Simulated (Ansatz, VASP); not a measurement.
# Ge: VASP beside Ansatz

Contents of POSCAR:

```
Ge
1.0
    5.2405800000      0.0000000000      0.0000000000
    0.0000000000      5.2405800000      0.0000000000
    0.0000000000      0.0000000000      2.6553600000
Ge
3
Direct
    0.0000000000      0.0000000000      0.0000000000
    0.0000000000      0.5000000000      0.0000000000
    0.5000000000      0.0000000000      0.0000000000
```

Contents of INCAR.step1:

```
SYSTEM = Ge
ALGO = Normal
EDIFF = 1E-5
ENCUT = 520
GGA = PE
ISIF = 2
ISMEAR = -1
LASPH = .True.
LREAL = .False.
LUSENCCL = .False.
LWAVE = .True.
NBANDS = 28
NELM = 60
PREC = Accurate
SIGMA = 0.05
```

Contents of INCAR.step2:

```
SYSTEM = Ge
AEXX = 0.5
ALGO = Normal
EDIFF = 1E-7
ENCUT = 520
GGA = PE
HFSCREEN = 0.2
ISIF = 2
ISMEAR = -1
ISTART = 1
LASPH = .True.
LCHARG = .True.
LELF = .True.
LHFCALC = .True.
LREAL = .False.
LUSENCCL = .False.
LVHAR = .True.
LWAVE = .False.
NBANDS = 28
NELM = 60
PREC = Accurate
PRECFOCK = Normal
SIGMA = 0.05
```

KPOINTS

```
k-points
0
Gamma
  3 3 5
  0 0 0
```

File input:

```
crystal:
  lattice:
    - [5.24058, 0.0, 0.0]
    - [0.0, 5.24058, 0.0]
    - [0.0, 0.0, 2.65536]
  atoms:
    - { symbol: Ge, position: [0.0, 0.0, 0.0] }
    - { symbol: Ge, position: [0.0, 0.5, 0.0] }
    - { symbol: Ge, position: [0.5, 0.0, 0.0] }
hamiltonian:
  xc: { exchange: pbe, correlation: pbe, exx: { coeff: 0.5, omega: 0.2 } }
  pseudopotentials: { kind: paw }
kpoints:
  mp_grid: { grid: [3, 3, 5] }
scf:
  occupations: { method: fermi_dirac, width: 0.05 }
output:
  forces: true
  stress: true
  eigenvalues: true
```

Alike in both runs: task single point; functional PBE-based screened hybrid; k mesh 3 × 3 × 5; occupations fermi-dirac, width 0.05 eV; no spin polarisation.

|  | VASP | Ansatz |
| --- | --- | --- |
| version | VASP 6.6.1 | Ansatz 0.2.0 |
| potentials or method | VASP PAW PBE potentials, release 64 (Ge_d) | Ansatz PAW |
| plane-wave cutoff (eV) | 520 | 420 |
| valence electrons in the cell | 42 | 42 |

VASP gave:

```
gap on the k mesh at the Fermi level (eV)                     : none
pressure (GPa)                                                : -3.5
traceless stress, the component that is largest in VASP (GPa) : -10.16
```

**Question.** What did Ansatz give for the same quantities?

**Answer.** gap on the k mesh at the Fermi level (eV): none; pressure (GPa): -3.5; traceless stress, the component that is largest in VASP (GPa): -10.13.

VASP's potentials were made for PBE, not for PBE-based screened hybrid. A gap of «none» marks a metal or a gap that the smearing closes. With one functional, cell and mesh, what is left measures potentials, basis and numerics.

The k mesh is coarse, so the values compare programs but aren't converged.
